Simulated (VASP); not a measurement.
Write the native input for VASP 6.6.1 that does the following.

| Item | Value |
| --- | --- |
| Task | electric field gradients |
| Functional | PBEsol |
| Potentials or basis | VASP PAW PBE potentials, release 64 (Al, Ru_pv) |
| Cutoff | 520 eV |
| k mesh | 12 × 12 × 12 |
| Occupations | fermi-dirac, width 0.05 eV |
| Spin | no spin polarisation |
| Dipole correction | no |
| Further INCAR settings | ALGO = Normal; EDIFF = 1e-08; NBANDS = 16 |

The structure of AlRu lies in POSCAR:

```
AlRu
1.0
    3.0309676725      0.0000000000      0.0000000000
    0.0000000000      3.0309676725      0.0000000000
    0.0000000000      0.0000000000      3.0309676725
Al Ru
1 1
Direct
    0.0000000000      0.0000000000      0.0000000000
    0.5000000000      0.5000000000      0.5000000000
```

This cell differs from its parent crystal: volume scaled by 1.04.

One way to write it, as run:

INCAR

```
PREC = Accurate
ENCUT = 520
EDIFF = 1E-8
ISMEAR = -1
SIGMA = 0.05
LREAL = F
LASPH = T
NELM = 60
ALGO = Normal
ISIF = 2
LWAVE = F
LCHARG = F
GGA = PS
LEFG = T
NBANDS = 16
```

KPOINTS

```
regular mesh
0
Gamma
  12 12 12
```

Potentials or basis: VASP PAW PBE potentials, release 64 (Al, Ru_pv).

The run is started by

```sh
$ cat potpaw_PBE.64/Al/POTCAR potpaw_PBE.64/Ru_pv/POTCAR > POTCAR
$ mpirun -np 1 vasp_std > vasp.out
```

It gave:

| Item | Value |
| --- | --- |
| Pressure | -10.7 GPa |

Caveat: without QUAD_EFG the Cq values of the log hold for a quadrupole moment of 1 mb, not for the nuclei; the PAW data sets were made with another functional, which shifts forces and pressure a little.

Run time: 41 s on 1 thread of Intel(R) Xeon(R) Platinum 8259CL CPU @ 2.50GHz (Skylake/Cascade Lake) (shared host), peak memory 0.16 GiB.
